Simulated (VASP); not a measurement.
# NaTe2 (Pnnm) in VASP: single point with LDA

Aim: the single point of NaTe2 with LDA.

Program: VASP 6.6.1. These are calculated values, not measurements. Logs are shortened: lines on timing, memory, paths and dates and some standing lists are left out, and cuts for length are marked.

### Step 1. The cell of the first run

The structure is orthorhombic, space group Pnnm (No. 58). Conventional cell: a = 6.309 Å, b = 7.071 Å, c = 3.458 Å, α = 90.00°, β = 90.00°, γ = 90.00°. Within 3.7 Å of Na (site symmetry 2/m) lie 6 Te at 2.78 to 2.81 Å and 2 Na at 3.46 Å. Within 3.7 Å of Te (site symmetry m) lie 3 Na at 2.78 to 2.81 Å and 3 Te at 3.13 to 3.46 Å.

### Step 2. Single point, LDA

Input file POSCAR:

```
NaTe2
1.0
    6.3090770000      0.0000000000      0.0000000000
    0.0000000000      7.0714270000      0.0000000000
    0.0000000000      0.0000000000      3.4583750000
Na Te
2 4
Direct
    0.0000000000      0.0000000000      0.0000000000
    0.5000000000      0.5000000000      0.5000000000
    0.1885000000      0.3561000000      0.0000000000
    0.8115000000      0.6439000000      0.0000000000
    0.6885000000      0.1439000000      0.5000000000
    0.3115000000      0.8561000000      0.5000000000
```

Input file INCAR.step1:

```
SYSTEM = NaTe2
  ALGO = Normal
  EDIFF = 1E-6
  ENCUT = 400
  GGA_COMPAT = .False.
  ISIF = 2
  ISMEAR = -1
  LASPH = .True.
  LCHARG = .True.
  LORBIT = 11
  LREAL = .False.
  LWAVE = .False.
  NBANDS = 28
  NEDOS = 2001
  NELM = 120
  PREC = Accurate
  SIGMA = 0.1
```

Input file KPOINTS.step1:

```
k-points
0
Gamma
  6 5 10
  0 0 0
```

Input file INCAR.step2:

```
SYSTEM = NaTe2
  ALGO = Normal
  EDIFF = 1E-6
  ENCUT = 400
  GGA_COMPAT = .False.
  ICHARG = 11
  ISIF = 2
  ISMEAR = -5
  LASPH = .True.
  LCHARG = .False.
  LORBIT = 11
  LREAL = .False.
  LWAVE = .False.
  NBANDS = 28
  NEDOS = 1001
  NELM = 120
  PREC = Accurate
  SIGMA = 0.1
```

Input file KPOINTS.step2:

```
k-points
0
Gamma
  9 8 15
  0 0 0
```

Potentials or basis: VASP PAW LDA potentials, release 64 (Na_pv, Te).

On the command line:

```bash
$ cat potpaw_LDA.64/Na_pv/POTCAR potpaw_LDA.64/Te/POTCAR > POTCAR
$ cp INCAR.step1 INCAR
$ cp KPOINTS.step1 KPOINTS
$ mpirun -np 1 vasp_std > vasp.out
$ cp INCAR.step2 INCAR
$ cp KPOINTS.step2 KPOINTS
$ mpirun -np 1 vasp_std > vasp.out
```

OUTCAR:

```text
SYSTEM = NaTe2
   EDIFF = 1E-6
   ENCUT = 400
   ICHARG = 11
   ISIF = 2
   ISMEAR = -5
   LASPH = .True.
   LORBIT = 11
   LREAL = .False.
   NELM = 120
   PREC = Accurate

 ion  position               nearest neighbor table
   1  0.000  0.000  0.000-   3 2.78   4 2.78   5 2.81   6 2.81   5 2.81   6 2.81
   2  0.500  0.500  0.500-   5 2.78   6 2.78   3 2.81   4 2.81   3 2.81   4 2.81
   3  0.188  0.356  0.000-   1 2.78   2 2.81   2 2.81   4 3.13
   4  0.812  0.644  0.000-   1 2.78   2 2.81   2 2.81   3 3.13
   5  0.688  0.144  0.500-   2 2.78   1 2.81   1 2.81   6 3.13
   6  0.312  0.856  0.500-   2 2.78   1 2.81   1 2.81   5 3.13

  LATTYP: Found a simple orthorhombic cell.
 ALAT       =     3.4583750000
 B/A-ratio  =     1.8242894423
 C/A-ratio  =     2.0447253407

  Lattice vectors:

 A1 = (   0.0000000000,   0.0000000000,   3.4583750000)
 A2 = (   6.3090770000,   0.0000000000,   0.0000000000)
 A3 = (   0.0000000000,   7.0714270000,   0.0000000000)

Analysis of symmetry for initial positions (statically):
=====================================================================
 Subroutine PRICEL returns:
 Original cell was already a primitive cell.

 Routine SETGRP: Setting up the symmetry group for a
 simple orthorhombic supercell.

 Subroutine GETGRP returns: Found  8 space group operations
 (whereof  4 operations were pure point group operations)
 out of a pool of  8 trial point group operations.

The static configuration has the point symmetry C_2h.
 The point group associated with its full space group is D_2h.

Analysis of symmetry for dynamics (positions and initial velocities):
=====================================================================
 Subroutine PRICEL returns:
 Original cell was already a primitive cell.

 Routine SETGRP: Setting up the symmetry group for a
 simple orthorhombic supercell.

 Subroutine GETGRP returns: Found  8 space group operations
 (whereof  4 operations were pure point group operations)
 out of a pool of  8 trial point group operations.

The dynamic configuration has the point symmetry C_2h.
 The point group associated with its full space group is D_2h.

 Subroutine INISYM returns: Found  8 space group operations
 (whereof  4 operations are pure point group operations),
 and found     1 'primitive' translations

----------------------------------------------------------------------------------------

                                     Primitive cell

  volume of cell :     154.2926

  direct lattice vectors                    reciprocal lattice vectors
     6.309077000  0.000000000  0.000000000     0.158501790  0.000000000  0.000000000
     0.000000000  7.071427000  0.000000000     0.000000000  0.141414173  0.000000000
     0.000000000  0.000000000  3.458375000     0.000000000  0.000000000  0.289153143

  length of vectors
     6.309077000  7.071427000  3.458375000     0.158501790  0.141414173  0.289153143

  position of ions in fractional coordinates (direct lattice)
     0.000000000  0.000000000  0.000000000
     0.500000000  0.500000000  0.500000000
     0.188500000  0.356100000  0.000000000
     0.811500000  0.643900000  0.000000000
     0.688500000  0.143900000  0.500000000
     0.311500000  0.856100000  0.500000000

  ion indices of the primitive-cell ions
   primitive index   ion index
                 1           1
                 2           2
                 3           3
                 4           4
                 5           5
                 6           6

----------------------------------------------------------------------------------------

 KPOINTS: k-points

Automatic generation of k-mesh.
 Grid dimensions read from file:
 generate k-points for:    9    8   15

 Generating k-lattice:

  Cartesian coordinates                     Fractional coordinates (reciprocal lattice)
     0.017611310  0.000000000  0.000000000     0.111111111  0.000000000  0.000000000
     0.000000000  0.017676772  0.000000000     0.000000000  0.125000000  0.000000000
     0.000000000  0.000000000  0.019276876     0.000000000  0.000000000  0.066666667

  Length of vectors
     0.017611310  0.017676772  0.019276876

  Shift w.r.t. Gamma in fractional coordinates (k-lattice)
     0.000000000  0.000000000  0.000000000

 TETIRR: Found   3228 inequivalent tetrahedra from     6480

 Subroutine IBZKPT returns following result:
 ===========================================

 Found    200 irreducible k-points:

 Following reciprocal coordinates:
            Coordinates               Weight
  0.000000  0.000000  0.000000      1.000000
  0.111111  0.000000  0.000000      2.000000
  0.222222  0.000000  0.000000      2.000000
  0.333333  0.000000  0.000000      2.000000
  0.444444  0.000000  0.000000      2.000000
  0.000000  0.125000  0.000000      2.000000
[... 16 lines left out ...]
  0.222222  0.500000  0.000000      2.000000
  0.333333  0.500000  0.000000      2.000000
 [... further k-points ...]
   k-points           NKPTS =    200   k-points in BZ     NKDIM =    200   number of bands    NBANDS=     28
   number of dos      NEDOS =   1001   number of ions     NIONS =      6
   total plane-waves  NPLWV =  48384
   dimension x,y,z NGX =    42 NGY =   48 NGZ =   24
   dimension x,y,z NGXF=    84 NGYF=   96 NGZF=   48
   ions per type =               2   4
   NGX,Y,Z   is equivalent  to a cutoff of  11.07, 11.28, 11.54 a.u.
   NGXF,Y,Z  is equivalent  to a cutoff of  22.13, 22.57, 23.07 a.u.
 SYSTEM =  NaTe2
   PREC   = accura    normal or accurate (medium, high low for compatibility)
   ISTART =      0    job   : 0-new  1-cont  2-samecut
   ICHARG =     11    charge: 1-file 2-atom 10-const
   ISPIN  =      1    spin polarized calculation?
   LNONCOLLINEAR =      F non collinear calculations
   LSORBIT =      F    spin-orbit coupling
   LASPH  =      T    aspherical Exc in radial PAW
   ENCUT  =  400.0 eV  29.40 Ry    5.42 a.u.  10.29 11.53  5.64*2*pi/ulx,y,z
   NELM   =    120;   NELMIN=  2; NELMDL=  0     # of ELM steps
   EDIFF  = 0.1E-05   stopping-criterion for ELM
   LREAL  =      F    real-space projection
   EDIFFG = 0.1E-04   stopping-criterion for IOM
   NSW    =      0    number of steps for IOM
   IBRION =     -1    ionic relax: 0-MD 1-quasi-New 2-CG
   NFREE  =      0    steps in history (QN), initial steepest desc. (CG)
   ISIF   =      2    stress and relaxation
   ISYM   =      2    0-nonsym 1-usesym 2-fastsym
   POTIM  = 0.5000    time-step for ionic-motion
   TEBEG  =    0.0;   TEEND  =   0.0 temperature during run
   PSTRESS=    0.0 pullay stress
   NELECT =      38.0000    total number of electrons
   NUPDOWN=      -1.0000    fix difference up-down
   EMIN   =  10.00;   EMAX   =-10.00  energy-range for DOS
   EFERMI =   0.00;   METHOD = LEGACY
   ISMEAR =    -5;   SIGMA  =   0.10  broadening in eV -4-tet -1-fermi 0-gaus
   EFERMI_NEDOS =   21; number of points for ismear=-14 and -15
   IALGO  =     38    algorithm
   IMIX   =      4    mixing-type and parameters
     AMIX     =   0.40;   BMIX     =  1.00
     AMIX_MAG =   1.60;   BMIX_MAG =  1.00
  volume/ion in A,a.u.               =      25.72       173.54
  Fermi-wavevector in a.u.,A,eV,Ry     =   1.026174  1.939188 14.327387  1.053033
  Thomas-Fermi vector in A             =   2.160053
   LORBIT       =     11    0 simple, 1 ext, 2 COOP (PROOUT), +10 PAW based schemes
   GGA     = CA    functional components
   LHFCALC =     F    Hartree Fock is set to
   AEXX    =    0.0000 exact exchange contribution
   IVDW    =     0    specifies the selected vdW correction
   LEPSILON=     F    determine dielectric tensor
   LRPA    =     F    only Hartree local field effects (RPA)
 non-spin polarized calculation
 Fermi weights with tetrahedron method with Bloechl corrections
  energy-cutoff  :      400.00
  volume of cell :      154.29
 maximum number of plane-waves:      2829
 NGX is ok and might be reduce to    42

 number of electron      38.0000014 magnetization

 Free energy of the ion-electron system (eV)
  ---------------------------------------------------
  ext. energy  EPLUGINS =         0.00000000
  ---------------------------------------------------
  free energy    TOTEN  =       -18.51773751 eV

  energy without entropy =      -18.51773751  energy(sigma->0) =      -18.51773751

 E-fermi :   5.6551     XC(G=0):  -9.7656

 val. band max:        5.6754036260   @ k =   0.2222   0.1250   0.0667
 cond. band min:       5.6444780712   @ k =   0.2222   0.2500   0.0000
 fundamental gap:     -0.0309255548
 Fermi energy:         5.6551020750

 k-point     1 :       0.0000    0.0000    0.0000
  band No.  band energies     occupation
      1     -17.6636      2.00000
      2     -17.6628      2.00000
      3     -17.6273      2.00000
      4     -17.6262      2.00000
      5     -17.6010      2.00000
      6     -17.5999      2.00000
[... 20 lines left out ...]
     27      13.0484      0.00000
     28      13.0695      0.00000

 k-point     2 :       0.1111    0.0000    0.0000
  band No.  band energies     occupation
      1     -17.6636      2.00000
      2     -17.6629      2.00000
      3     -17.6274      2.00000
      4     -17.6263      2.00000
      5     -17.6010      2.00000
      6     -17.5999      2.00000
[... 674 lines left out ...]
 k-point    24 :       0.3333    0.5000    0.0000
  band No.  band energies     occupation
      1     -17.6634      2.00000
      2     -17.6634      2.00000
      3     -17.6269      2.00000
      4     -17.6269      2.00000
      5     -17.6004      2.00000
      6     -17.6004      2.00000
[... 20 lines left out ...]
     27      12.6828      0.00000
     28      12.6829      0.00000

 [... further k-points ...]

------------------------ aborting loop because EDIFF is reached ----------------------------------------

  FORCE on cell =-STRESS in cart. coord.  units (eV):
  Direction    XX          YY          ZZ          XY          YZ          ZX
  --------------------------------------------------------------------------------------
  -------------------------------------------------------------------------------------
  Total        3.5356916      6.2421999      1.2538212      0.0000000      0.0000000      0.0000000
  in kB       36.7147000     64.8191429     13.0197071      0.0000000      0.0000000      0.0000000
  external PRESSURE =      38.1845167 kB  Pullay stress =       0.0000000 kB

 VOLUME and BASIS-vectors are now :
 -----------------------------------------------------------------------------
  energy-cutoff  :      400.00
  volume of cell :      154.29
      direct lattice vectors                 reciprocal lattice vectors
     6.309077000  0.000000000  0.000000000     0.158501790  0.000000000  0.000000000
     0.000000000  7.071427000  0.000000000     0.000000000  0.141414173  0.000000000
     0.000000000  0.000000000  3.458375000     0.000000000  0.000000000  0.289153143

 POSITION                                       TOTAL-FORCE (eV/Angst)
 -----------------------------------------------------------------------------------
      0.00000      0.00000      0.00000         0.000000      0.000000      0.000000
      3.15454      3.53571      1.72919         0.000000      0.000000      0.000000
      1.18926      2.51814      0.00000        -1.601488      0.748670     -0.000000
      5.11982      4.55329      0.00000         1.601488     -0.748670      0.000000
      4.34380      1.01758      1.72919        -1.601488     -0.748670     -0.000000
      1.96528      6.05385      1.72919         1.601488      0.748670      0.000000
 -----------------------------------------------------------------------------------
    total drift:                                0.000000     -0.000000     -0.000000

  FREE ENERGIE OF THE ION-ELECTRON SYSTEM (eV)
  ---------------------------------------------------
  free  energy   TOTEN  =       -18.5177375097 eV

  energy  without entropy=      -18.5177375097  energy(sigma->0) =      -18.51773751

 total charge

# of ion       s       p       d       tot
------------------------------------------
    1        0.110   6.043   0.000   6.152
    2        0.110   6.043   0.000   6.152
    3        1.414   1.910   0.025   3.349
    4        1.414   1.910   0.025   3.349
    5        1.414   1.910   0.025   3.349
    6        1.414   1.910   0.025   3.349
--------------------------------------------------
tot          5.875  19.725   0.099  25.700
```

Run time: 7.2 min. Hardware: 1 thread of Intel Xeon 6975P-C (Granite Rapids), shared host; peak memory 0.5 GiB.

What came out:

- Valence electrons inside the program's atomic spheres: Na 6.15; Te 3.35

Levels at points of the mesh, in eV from the Fermi level:
```
           k point  band 16  band 17  band 18  band 19  band 20  band 21  band 22  band 23  band 24  band 25
(0.00, 0.00, 0.00)    -0.32     0.31     1.16     1.39     1.60     1.69     1.78     4.87     5.06     5.22
(0.00, 0.50, 0.00)    -1.59     0.18     0.18     0.75     0.75     1.92     1.92     5.50     5.50     6.46
```

Caveat: spin-orbit coupling is left out, which moves the levels of the heavy elements; tetrahedron occupations give inexact forces and stress in metals.
